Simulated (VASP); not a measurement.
Input of a VASP 6.6.1 run:

Contents of INCAR:

```
PREC = Accurate ; ENCUT = 520
EDIFF = 1E-6 ; ISMEAR = 0
SIGMA = 0.1 ; LREAL = False
LASPH = True ; NELM = 100
ALGO = Fast ; ISIF = 2
LWAVE = False ; LCHARG = True
GGA = PE ; LELF = True
LVHAR = True ; NBANDS = 27
```

File KPOINTS:

```
Automatic mesh
0
Gamma
  4 4 2
```

File POSCAR:

```
RbSr
1.0
    4.4787154053      0.0000000000      0.0000000000
    0.0000000000      6.5488501329      0.0000000000
    0.0000000000      0.0000000000      9.4238830448
Rb Sr
2 2
Direct
    0.0000000000      0.0000000000      0.6328480681
    0.5000000000      0.5000000000      0.3671519319
    0.0000000000      0.0000000000      0.0979756835
    0.5000000000      0.5000000000      0.9020243165
```

Potentials or basis: VASP PAW PBE potentials, release 64 (Rb_sv, Sr_sv).

Run with:

```sh
$ cat potpaw_PBE.64/Rb_sv/POTCAR potpaw_PBE.64/Sr_sv/POTCAR > POTCAR
$ mpirun -np 1 vasp_std > vasp.out
```

**Question.** Predict the largest force.

**Answer.** 0.006 eV/Å.

**Question.** Estimate the pressure.

**Answer.** 0.1 GPa.

**Question.** What does it give for the band gap on the k mesh?

**Answer.** Zero (bands 19 and 20 overlap by 1.14 eV).

Forces in eV/Å, atoms in the order of the input:
```
Rb   0.000  0.000 -0.001
Rb   0.000  0.000  0.001
Sr   0.000  0.000 -0.006
Sr   0.000  0.000  0.006
```
